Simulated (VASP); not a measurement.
A run of VASP 6.6.1:

INCAR

```
PREC = Accurate ; ENCUT = 520
EDIFF = 1E-7 ; ISMEAR = 0
SIGMA = 0.15 ; LREAL = False
LASPH = True ; NELM = 80
ALGO = Fast ; ISIF = 2
LWAVE = False ; LCHARG = False
NBANDS = 11
```

File KPOINTS:

```
regular mesh
0
Gamma
  14 14 14
```

POSCAR

```
Ca
1.0
    3.2793369596      0.0000000000      0.0000000000
    0.0000000000      3.4886563400      0.0000000000
    0.0000000000      0.0000000000      3.4886563400
Ca
1
Direct
    0.0000000000      0.0000000000      0.0000000000
```

Potentials or basis: VASP PAW LDA potentials, release 64 (Ca_sv).

The run is started by

```console
$ cat potpaw_LDA.64/Ca_sv/POTCAR > POTCAR
$ mpirun -np 1 vasp_std > vasp.out
```

Hardware: 1 thread of Intel(R) Xeon(R) Platinum 8488C (Sapphire Rapids), on a shared host.

Task: How long does it take, and how much memory?

Result: It took 63 s on 1 thread of Intel(R) Xeon(R) Platinum 8488C (Sapphire Rapids) (shared host), peak memory 0.23 GiB. Counts: scf iterations 15, k points 288.
